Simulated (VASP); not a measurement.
Ti4CN4O: single point with PBEsol

The system is Ti4CN4O, a slab with vacuum.

```xyz
10
Lattice="2.9726 0.0000 0.0000 0.0000 2.9726 0.0000 0.0000 0.0000 26.4559" Properties=species:S:1:pos:R:3 pbc="T T T"
Ti    1.4863    1.4863    8.5000
Ti    0.0000    0.0000   10.6020
Ti    1.4863    1.4863   12.6037
Ti    0.0000    0.0000   14.7685
N     0.0000    0.0000    8.5000
N     1.4863    1.4863   10.6020
N     0.0000    0.0000   12.7563
N     1.4863    1.4863   15.7737
C     1.4863    1.4863   17.0263
O     1.4863    1.4863   18.1978
```

```
Program                : VASP 6.6.1
Task                   : single point
Functional             : PBEsol
Potentials or basis    : VASP PAW PBE potentials, release 64 (Ti_sv, N_h, C_h, O_h)
Cutoff                 : 1000 eV
k mesh                 : 10 × 10 × 1
Occupations            : gaussian, width 0.1 eV
Spin                   : no spin polarisation
Dipole correction      : yes
Further INCAR settings : ALGO = Normal; EDIFF = 1e-06; NBANDS = 50; NELMDL = -8
```

- Largest force: 1.994 eV/Å
- Band gap on the k mesh: zero (bands 39 and 40 overlap by 1.57 eV)

Forces on the atoms (eV/Å):
```
Ti   0.000  0.000  1.994
Ti   0.000  0.000  0.295
Ti   0.000  0.000  0.014
Ti   0.000  0.000  0.020
N    0.000  0.000 -1.336
N    0.000  0.000 -0.994
N    0.000  0.000  0.001
N    0.000  0.000  0.004
C    0.000  0.000 -0.096
O    0.000  0.000  0.099
```

Levels at points of the mesh, in eV from the Fermi level:
```
           k point  band 37  band 38  band 39  band 40  band 41  band 42
(0.00, 0.00, 0.00)    -2.33    -2.09    -1.38    -0.71    -0.52    -0.03
(0.50, 0.00, 0.00)    -1.30    -1.17     0.86     0.93     1.21     1.28
(0.50, 0.50, 0.00)    -2.26    -2.26     0.12     0.12     0.86     1.32
```

It took 22 min on 1 thread of AMD EPYC 7R13 Processor (Zen 3), with other jobs on the host, peak memory 0.95 GiB.

Caveat: the PAW data sets were made with another functional, which shifts forces and pressure a little.
